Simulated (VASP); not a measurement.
# C (Fddd) in VASP: a series of runs, part 2 of 2

VASP 6.6.1. Earlier steps stand in the parts before.

## (3) Single point, PBE

The input, INCAR:

```
PREC = Accurate
ENCUT = 520
EDIFF = 1E-6
ISMEAR = 0
SIGMA = 0.05
LREAL = F
LASPH = T
NELM = 100
ALGO = Normal
ISIF = 2
LWAVE = F
LCHARG = F
GGA = PE
NBANDS = 11
```

The input, KPOINTS:

```
regular mesh
0
Gamma
  12 12 12
```

The input, POSCAR:

```
C
1.0
    0.0000000000      1.8528121047      1.7858429925
    1.7188738803      0.0000000000      1.7858429925
    1.7188738803      1.8528121047      0.0000000000
C
2
Direct
    0.5000000000      0.5000000000      0.5000000000
    0.7500000000      0.7500000000      0.7500000000
```

Potentials or basis: VASP PAW PBE potentials, release 64 (C).

Run with:

```console
cat potpaw_PBE.64/C/POTCAR > POTCAR
mpirun -np 1 vasp_std > vasp.out
```

Wall time 16 s (1 thread of Intel Xeon Platinum 8375C at 2.90GHz (Ice Lake), shared host); peak memory 0.13 GiB.

The run converged. Its results:

```yaml
Free_energy: -18.0932 eV
Pressure: 1.3 GPa
Band_gap_on_the_k_mesh: 2.75 eV, indirect (least direct gap 4.61 eV)
```

Stress tensor (GPa, compression positive):
```
 34.91   0.00   0.00
  0.00 -34.48   0.00
  0.00   0.00   3.58
```

Levels at points of the mesh, in eV from the valence-band top:
| k point | band 1 | band 2 | band 3 | band 4 | band 5 | band 6 | band 7 | band 8 |
| --- | --- | --- | --- | --- | --- | --- | --- | --- |
| (0.00, 0.00, 0.00) | -21.99 | -1.13 | -0.51 | 0.00 | 4.61 | 5.08 | 5.54 | 12.65 |
| (0.50, 0.00, 0.00) | -16.21 | -13.88 | -3.91 | -2.76 | 6.84 | 7.91 | 9.29 | 15.16 |
| (0.50, 0.50, 0.00) | -13.29 | -13.29 | -6.78 | -6.78 | 4.26 | 4.26 | 15.95 | 15.95 |
| (0.50, 0.00, 0.50) | -13.85 | -13.85 | -6.25 | -6.25 | 5.10 | 5.10 | 15.92 | 15.92 |
| (0.00, 0.50, 0.50) | -12.69 | -12.69 | -7.35 | -7.35 | 3.35 | 3.35 | 16.32 | 16.32 |

Caveat: the cell differs from its parent crystal (strain +e along x and -e along y -0.0375, strain +e along z and -e/2 along x and y +0.0000). A k mesh can miss the band edges.

## (4) Single point, PBE

The input, INCAR:

```
ALGO     = Normal         # electronic algorithm
EDIFF    = 1E-6           # SCF threshold, eV
ENCUT    = 520            # plane-wave cutoff, eV
GGA      = PE             # functional
ISIF     = 2              # what is computed and relaxed
ISMEAR   = 0              # smearing method
LASPH    = True           # aspherical terms in the spheres
LCHARG   = False          # write CHGCAR
LREAL    = False          # projectors in reciprocal space
LWAVE    = False          # write WAVECAR
NBANDS   = 11             # bands
NELM     = 60             # most SCF steps
PREC     = Accurate       # precision mode
SIGMA    = 0.05           # smearing width, eV
```

The input, KPOINTS:

```
k-points
0
Gamma
  12 12 12
```

The input, POSCAR:

```
C
1.0
    0.0000000000      1.8840643571      1.7233384878
    1.7501261326      0.0000000000      1.7233384878
    1.7501261326      1.8840643571      0.0000000000
C
2
Direct
    0.5000000000      0.5000000000      0.5000000000
    0.7500000000      0.7500000000      0.7500000000
```

Run with:

```console
cat potpaw_PBE.64/C/POTCAR > POTCAR
mpirun -np 1 vasp_std > vasp.out
```

Wall time 15 s (1 thread of Intel Xeon Platinum 8375C at 2.90GHz (Ice Lake), shared host); peak memory 0.14 GiB.

Results (log left out):

```
Free energy            : -18.0288 eV
Pressure               : 1.8 GPa
Band gap on the k mesh : 2.85 eV, indirect (least direct gap 4.68 eV)
```

Stress tensor (GPa, compression positive):
```
 23.07   0.00   0.00
  0.00 -52.55   0.00
  0.00   0.00  34.96
```

Levels at points of the mesh, in eV from the valence-band top:
| k point | band 1 | band 2 | band 3 | band 4 | band 5 | band 6 | band 7 | band 8 | band 9 |
| --- | --- | --- | --- | --- | --- | --- | --- | --- | --- |
| (0.00, 0.00, 0.00) | -21.99 | -1.43 | -0.19 | 0.00 | 4.68 | 4.87 | 5.78 | 12.59 | 18.80 |
| (0.50, 0.00, 0.00) | -16.20 | -13.88 | -4.10 | -2.55 | 6.36 | 8.20 | 9.51 | 15.18 | 21.16 |
| (0.50, 0.50, 0.00) | -12.73 | -12.73 | -7.29 | -7.29 | 3.44 | 3.44 | 16.11 | 16.11 | 22.84 |
| (0.50, 0.00, 0.50) | -14.10 | -14.10 | -5.98 | -5.98 | 5.51 | 5.51 | 15.86 | 15.86 | 21.74 |
| (0.00, 0.50, 0.50) | -12.97 | -12.97 | -7.06 | -7.06 | 3.81 | 3.81 | 15.94 | 15.94 | 22.55 |

Caveat: the cell differs from its parent crystal (strain +e along x and -e along y -0.0375, strain +e along z and -e/2 along x and y -0.0350). A k mesh can miss the band edges.

## (5) Single point, PBE

The input, INCAR:

```
PREC = Accurate
ENCUT = 520
EDIFF = 1E-6
ISMEAR = 0
SIGMA = 0.05
LREAL = F
LASPH = T
NELM = 100
ALGO = Normal
ISIF = 2
LWAVE = F
LCHARG = F
GGA = PE
NBANDS = 11
```

The input, KPOINTS:

```
Automatic mesh
0
Gamma
  12 12 12
```

The input, POSCAR:

```
C
1.0
    0.0000000000      1.8729028384      1.8795997496
    1.6050263895      0.0000000000      1.8795997496
    1.6050263895      1.8729028384      0.0000000000
C
2
Direct
    0.5000000000      0.5000000000      0.5000000000
    0.7500000000      0.7500000000      0.7500000000
```

Run with:

```console
cat potpaw_PBE.64/C/POTCAR > POTCAR
mpirun -np 1 vasp_std > vasp.out
```

Run time: 14 s. Hardware: 1 thread of Intel Xeon Platinum 8375C at 2.90GHz (Ice Lake), shared host; peak memory 0.13 GiB.

Results (log left out):

```
Free energy            : -17.7076 eV
Pressure               : 4.5 GPa
Band gap on the k mesh : 0.44 eV, indirect (least direct gap 3.23 eV)
```

Stress tensor (GPa, compression positive):
```
 85.70   0.00   0.00
  0.00 -33.97   0.00
  0.00   0.00 -38.33
```

Levels at points of the mesh, in eV from the valence-band top:
```tsv
k point	band 1	band 2	band 3	band 4	band 5	band 6	band 7	band 8	band 9
(0.00, 0.00, 0.00)	-22.85	-2.03	-1.96	0.00	3.23	5.13	5.17	11.80	18.27
(0.50, 0.00, 0.00)	-16.95	-14.68	-5.33	-2.95	4.91	6.43	10.07	14.66	20.36
(0.50, 0.50, 0.00)	-14.89	-14.89	-6.65	-6.65	4.90	4.90	14.20	14.20	20.34
(0.50, 0.00, 0.50)	-14.84	-14.84	-6.70	-6.70	4.82	4.82	14.17	14.17	20.35
(0.00, 0.50, 0.50)	-12.40	-12.40	-9.04	-9.04	1.13	1.13	15.85	15.85	23.07
```

Caveat: the cell differs from its parent crystal (strain +e along x and -e along y -0.0750, strain +e along z and -e/2 along x and y +0.0525).

## (6) Single point, PBE

The input, INCAR:

```
PREC     = Accurate       # precision mode
ENCUT    = 520            # plane-wave cutoff, eV
EDIFF    = 1E-6           # SCF threshold, eV
ISMEAR   = 0              # smearing method
SIGMA    = 0.05           # smearing width, eV
LREAL    = F              # projectors in reciprocal space
LASPH    = T              # aspherical terms in the spheres
NELM     = 100            # most SCF steps
ALGO     = Normal         # electronic algorithm
ISIF     = 2              # what is computed and relaxed
LWAVE    = F              # write WAVECAR
LCHARG   = T              # write CHGCAR
GGA      = PE             # functional
LELF     = T              # ELF
LVHAR    = T            
NBANDS   = 11             # bands
```

The input, KPOINTS:

```
regular mesh
0
Gamma
  12 12 12
```

The input, POSCAR:

```
C
1.0
    0.0000000000      1.8215598524      1.8483474972
    1.6876216279      0.0000000000      1.8483474972
    1.6876216279      1.8215598524      0.0000000000
C
2
Direct
    0.5000000000      0.5000000000      0.5000000000
    0.7500000000      0.7500000000      0.7500000000
```

Potentials or basis: VASP PAW PBE potentials, release 64 (C).

Run with:

```console
cat potpaw_PBE.64/C/POTCAR > POTCAR
mpirun -np 1 vasp_std > vasp.out
```

OUTCAR:

```text
PREC = Accurate
   ENCUT = 520
   EDIFF = 1E-6
   ISMEAR = 0
   LREAL = F
   LASPH = T
   NELM = 100
   ISIF = 2
   GGA = PE

 ion  position               nearest neighbor table
   1  0.500  0.500  0.500-   2 1.55   2 1.55   2 1.55   2 1.55
   2  0.750  0.750  0.750-   1 1.55   1 1.55   1 1.55   1 1.55

  LATTYP: Found a face centered orthorhombic cell.
 ALAT       =     3.3752432558
 B/A-ratio  =     1.0793650794
 C/A-ratio  =     1.0952380952

  Lattice vectors:

 A1 = (   0.0000000000,   1.8215598524,   1.8483474972)
[... 516 lines left out ...]
      7      21.2638      0.00000
      8      25.1692      0.00000
      9      29.4534      0.00000
     10      33.9448      0.00000
     11      34.3417      0.00000

 [... further k-points ...]
[... 5 lines left out ...]
  --------------------------------------------------------------------------------------
  -------------------------------------------------------------------------------------
  Total        3.4838564     -0.9898606     -2.1139253      0.0000000      0.0000000      0.0000000
  in kB      491.1777483   -139.5572736   -298.0355481      0.0000000      0.0000000      0.0000000
  external PRESSURE =      17.8616422 kB  Pullay stress =       0.0000000 kB

 VOLUME and BASIS-vectors are now :
 -----------------------------------------------------------------------------
  energy-cutoff  :      520.00
  volume of cell :       11.36
      direct lattice vectors                 reciprocal lattice vectors
     0.000000000  1.821559852  1.848347497    -0.296274942  0.274490020  0.270511904
     1.687621628  0.000000000  1.848347497     0.296274942 -0.274490020  0.270511904
     1.687621628  1.821559852  0.000000000     0.296274942  0.274490020 -0.270511904

 POSITION                                       TOTAL-FORCE (eV/Angst)
 -----------------------------------------------------------------------------------
      1.68762      1.82156      1.84835        -0.000000     -0.000000     -0.000000
      2.53143      2.73234      2.77252         0.000000      0.000000      0.000000
 -----------------------------------------------------------------------------------
    total drift:                                0.000000     -0.000000      0.000000

  FREE ENERGIE OF THE ION-ELECTRON SYSTEM (eV)
  ---------------------------------------------------
  free  energy   TOTEN  =       -18.0368045696 eV

  energy  without entropy=      -18.0368045696  energy(sigma->0) =      -18.03680457
```

stdout:

```text
POSCAR found type information on POSCAR C
 POSCAR found :  1 types and       2 ions
 scaLAPACK will be used
 LDA part: xc-table for (Slater+PW92), standard interpolation
 POSCAR, INCAR and KPOINTS ok, starting setup
 FFT: planning ... GRIDC
 FFT: planning ... GRID_SOFT
 FFT: planning ... GRID
 WAVECAR not read
 entering main loop
```

Run time: 20 s. Hardware: 1 thread of Intel Xeon Platinum 8375C at 2.90GHz (Ice Lake), shared host; peak memory 0.14 GiB.

What came out:

| Quantity | Value |
| --- | --- |
| Free energy | -18.0368 eV |
| Pressure | 1.8 GPa |
| Band gap on the k mesh | 2.11 eV, indirect (least direct gap 4.20 eV) |

Stress tensor (GPa, compression positive):
```
 49.12   0.00   0.00
  0.00 -13.96   0.00
  0.00   0.00 -29.80
```

Caveat: the cell differs from its parent crystal (strain +e along x and -e along y -0.0375, strain +e along z and -e/2 along x and y +0.0350). A k mesh can miss the band edges.

## (7) Summary

```csv
cell,gap on the mesh (eV),pressure (GPa)
"a = 2.632, b = 2.445, c = 2.511 Å, angles 64.1, 56.7, 59.1°, 2 atoms",1.07,3.6
"a = 2.573, b = 2.479, c = 2.527 Å, angles 61.9, 58.1, 60.0°, 2 atoms",2.75,1.3
"a = 2.553, b = 2.456, c = 2.572 Å, angles 61.0, 57.3, 61.7°, 2 atoms",2.85,1.8
"a = 2.653, b = 2.472, c = 2.467 Å, angles 65.0, 57.6, 57.4°, 2 atoms",0.44,4.5
"a = 2.595, b = 2.503, c = 2.483 Å, angles 62.7, 59.0, 58.3°, 2 atoms",2.11,1.8
```

Alike in all rows: task single point; level PBE; potentials or basis VASP PAW PBE potentials, release 64 (C); no spin polarisation; k mesh 12 × 12 × 12; cutoff (eV) 520; smearing gaussian 0.05 eV.

Total energies depend on the potentials used, so only differences within one code and one set of settings carry meaning.
